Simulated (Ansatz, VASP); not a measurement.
# Two plane-wave programs on HfSi

```
Hf Si
1.0
     6.88900    0.00000    0.00000
     0.00000    3.77200    0.00000
     0.00000    0.00000    5.22300
Hf Si
4 4
Direct
  0.17800 0.25000 0.12400
  0.32200 0.75000 0.62400
  0.67800 0.25000 0.37600
  0.82200 0.75000 0.87600
  0.04000 0.25000 0.63000
  0.46000 0.75000 0.13000
  0.54000 0.25000 0.87000
  0.96000 0.75000 0.37000
```

Alike in both runs: task single point; functional r2SCAN; k mesh 4 × 6 × 4; occupations gaussian, width 0.1 eV; no spin polarisation.

|  | VASP | Ansatz |
| --- | --- | --- |
| version | VASP 6.6.1 | Ansatz 0.2.0 |
| potentials or method | VASP PAW PBE potentials, release 64 (Hf_pv, Si), cutoff 520 eV | scalar-relativistic, plane waves, PAW |
| valence electrons in the cell | 56 | 120 |

|  | VASP | Ansatz | Ansatz less VASP |
| --- | --- | --- | --- |
| gap on the k mesh at the Fermi level (eV) | none | none | - |
| pressure (GPa) | -0.6 | -0.3 | +0.36 |
| traceless stress, the component that is largest in VASP (GPa) | 0.36 | 0.35 | -0.013 |
| rms of the force components (eV/Å) | 0.392 | 0.392 | 0.0000 |

VASP's potentials were made for PBE, not for r2SCAN. Atom by atom the forces differ by 0.002 eV/Å (rms over components). A gap of «none» marks a metal or a gap that the smearing closes. VASP's potentials hold 56 valence electrons a cell and Ansatz's 120, so a difference there can come from the potentials and not from the codes.

Neither program's run includes spin-orbit coupling.
